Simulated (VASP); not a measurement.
Set up this calculation in VASP 6.6.1, as the native input.

| Item | Value |
| --- | --- |
| Task | single point |
| Functional | PBEsol |
| Potentials or basis | VASP PAW PBE potentials, release 64 (Bi_d) |
| Cutoff | 520 eV |
| k mesh | 8 × 8 × 4 |
| Occupations | fermi-dirac, width 0.05 eV |
| Spin | no spin polarisation |
| Dipole correction | no |
| Further INCAR settings | ALGO = Fast; EDIFF = 1e-06; NBANDS = 22 |

The structure of Bi lies in POSCAR:

```
Bi
1.0
    3.2383762460      0.0000000000      0.0000000000
    0.0000000000      3.2216433200      0.0000000000
   -0.0804548793      0.0000000000      6.4438887882
Bi
2
Direct
    0.5553360000      0.0007030000      0.7502840000
    0.4583770000      0.0127120000      0.2414060000
```

This cell differs from its parent crystal: atoms moved at random.

The input as run:

INCAR

```
SYSTEM = Bi
PREC = Accurate
ENCUT = 520
EDIFF = 1E-6
ISMEAR = -1
SIGMA = 0.05
LREAL = .FALSE.
LASPH = .TRUE.
NELM = 80
ALGO = Fast
ISIF = 2
LWAVE = .FALSE.
LCHARG = .FALSE.
GGA = PS
NBANDS = 22
```

KPOINTS

```
regular mesh
0
G
  8 8 4
  0 0 0
```

Potentials or basis: VASP PAW PBE potentials, release 64 (Bi_d).

Launch:

```console
$ cat potpaw_PBE.64/Bi_d/POTCAR > POTCAR
$ mpirun -np 1 vasp_std > vasp.out
```

Results of the run:

- Pressure: -0.5 GPa
- Largest force: 0.047 eV/Å
- Band gap on the k mesh: zero (band 15 reaches 10.56 eV, above the bottom of band 16 at 4.30 eV)

Caveat: the cell differs from its parent crystal (atoms moved at random); the PAW data sets were made with another functional, which shifts forces and pressure a little; spin-orbit coupling is left out, which moves the levels of the heavy elements.

It took 120 s on 1 thread of Intel(R) Xeon(R) Platinum 8488C (Sapphire Rapids) (shared host), peak memory 0.27 GiB.
